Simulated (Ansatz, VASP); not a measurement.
Two plane-wave programs on AlN

```
CELL_PARAMETERS angstrom
0.00000 2.18880 2.18880
2.18880 0.00000 2.18880
2.18880 2.18880 0.00000
ATOMIC_POSITIONS crystal
Al 0.00000 0.00000 0.00000
N 0.25000 0.25000 0.25000
```

Alike in both runs: functional PBEsol; k mesh 15 × 15 × 15; occupations fermi-dirac, width 0.08 eV; no spin polarisation.

Ansatz relaxed the structure, and its values are those at the end. VASP's run is a single point on that final structure, the one shown.

|  | VASP | Ansatz |
| --- | --- | --- |
| version | VASP 6.6.1 | Ansatz 0.2.0 |
| potentials or method | VASP PAW PBE potentials, release 64 (Al, N) | PAW with Ansatz's default frozen-core files, scalar-relativistic |
| plane-wave cutoff (eV) | 520 | 420 |
| valence electrons in the cell | 8 | 8 |

|  | VASP | Ansatz | Ansatz less VASP |
| --- | --- | --- | --- |
| pressure (GPa) | 0.0 | 0.0 | +0.03 |

VASP's potentials were made for PBE, not for PBEsol.
